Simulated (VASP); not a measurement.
# Os: electric field gradients with PBEsol

Os:

```xyz
2
Lattice="2.7432 0.0000 0.0000 -1.3716 2.3757 0.0000 0.0000 0.0000 4.3341" Properties=species:S:1:pos:R:3 pbc="T T T"
Os    0.0000    1.5838    1.0835
Os    1.3716    0.7919    3.2505
```

This cell differs from its parent crystal: volume scaled by 1.01.

| Item | Value |
| --- | --- |
| Program | VASP 6.6.1 |
| Task | electric field gradients |
| Functional | PBEsol |
| Potentials or basis | VASP PAW PBE potentials, release 64 (Os) |
| Cutoff | 520 eV |
| k mesh | 17 × 17 × 10 |
| Occupations | fermi-dirac, width 0.08 eV |
| Spin | no spin polarisation |
| Dipole correction | no |
| Further INCAR settings | ALGO = Normal; EDIFF = 1e-08; NBANDS = 15 |

The pressure is -6.5 GPa and the band gap on the k mesh is zero (band 8 reaches 11.19 eV, above the bottom of band 9 at 7.33 eV).

Stress tensor (GPa, compression positive):
```
-6.18  0.00  0.00
 0.00 -6.18  0.00
 0.00  0.00 -7.15
```

Levels at points of the mesh, in eV from the Fermi level:
```
           k point  band 5  band 6  band 7  band 8  band 9  band 10  band 11  band 12
(0.00, 0.00, 0.00)   -2.81   -2.23   -2.23   -1.58   -1.58    -0.04     1.63     1.63
(0.00, 0.00, 0.50)   -3.25   -3.25   -3.25   -3.25    0.85     0.85     0.85     0.85
```

Electric field gradients, principal values (V/Å²):
| atom | least | middle | greatest (by size) |
| --- | --- | --- | --- |
| 1 Os | 39.480 | 39.480 | -78.959 |
| 2 Os | 39.480 | 39.480 | -78.959 |

Run time: 56 s on 1 thread of Intel(R) Xeon(R) Platinum 8375C CPU @ 2.90GHz (Ice Lake) (shared host), peak memory 0.19 GiB.

Caveat: without QUAD_EFG the Cq values of the log hold for a quadrupole moment of 1 mb, not for the nuclei; the PAW data sets were made with another functional, which shifts forces and pressure a little; spin-orbit coupling is left out, which moves the levels of the heavy elements.
